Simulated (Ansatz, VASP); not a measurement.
# ZrSi3: VASP beside Ansatz

```
CELL_PARAMETERS angstrom
4.99093 0.00000 0.00000
-2.49546 4.32227 0.00000
0.00000 0.00000 2.99290
ATOMIC_POSITIONS crystal
Zr 0.00000 0.00000 0.50000
Si 0.50000 0.00000 0.00000
Si 0.00000 0.50000 0.00000
Si 0.50000 0.50000 0.00000
```

Alike in both runs: task relaxation of cell and atoms; functional PBE; k mesh 12 × 12 × 16; occupations gaussian, width 0.1 eV; no spin polarisation.

|  | VASP | Ansatz |
| --- | --- | --- |
| version | VASP 6.6.1 | Ansatz 0.2.0 |
| potentials or method | VASP PAW PBE potentials, release 64 (Zr_sv, Si), cutoff 600 eV | scalar-relativistic, plane waves, PAW |
| valence electrons in the cell | 24 | 24 |

```tsv
	VASP	Ansatz	Ansatz less VASP
gap on the k mesh at the Fermi level, each at its own relaxed structure (eV)	none	none	-
relaxed volume (Å³/atom)	15.96	15.95	-0.009
relaxed cell length with the largest relative difference (Å)	2.808	2.806	-0.0019
```

A gap of «none» marks a metal or a gap that the smearing closes.
